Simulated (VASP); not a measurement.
GaAs:

```
Ga As
1.0
     0.00000    2.87225    2.87225
     2.87225    0.00000    2.87225
     2.87225    2.87225    0.00000
Ga As
1 1
Direct
  0.00000 0.00000 0.00000
  0.25000 0.25000 0.25000
```

```yaml
Program: VASP 6.6.1
Task: relaxation of cell and atoms
Functional: LDA
Potentials_or_basis: VASP PAW LDA potentials, release 64 (Ga_d, As)
Cutoff: 600 eV
k_mesh: 8 × 8 × 8
Occupations: fermi-dirac, width 0.02 eV
Spin: no spin polarisation
```

At the start: pressure -4.4 GPa; volume 23.70 Å³/atom.

Where does the relaxation end?

Over 10 steps the energy falls by 24.2 meV/atom and the volume is 22.09 Å³/atom (-6.8 %); space group F-43m (No. 216, to 0.1 Å) before and after.

The path:
```
step  energy change (eV)  largest force (eV/Å)  pressure (GPa)  volume (Å³)
   1              0.0000                0.0000           -4.42        47.39
   2             -0.0418                0.0000            1.98        43.05
   3             -0.0485                0.0000            0.04        44.13
   4             -0.0485                0.0000           -0.13        44.19
   5             -0.0485                0.0000           -0.10        44.19
   6             -0.0485                0.0000           -0.04        44.18
   7             -0.0485                0.0000           -0.06        44.18
   8             -0.0485                0.0000           -0.07        44.18
   9             -0.0485                0.0000           -0.07        44.18
  10             -0.0485                0.0000            0.01        44.17
```

Final structure:
```xyz
2
Lattice="0.0000 2.8057 2.8057 2.8057 0.0000 2.8057 2.8057 2.8057 0.0000" Properties=species:S:1:pos:R:3 pbc="T T T"
Ga    0.0000    0.0000    0.0000
As    1.4028    1.4028    1.4028
```
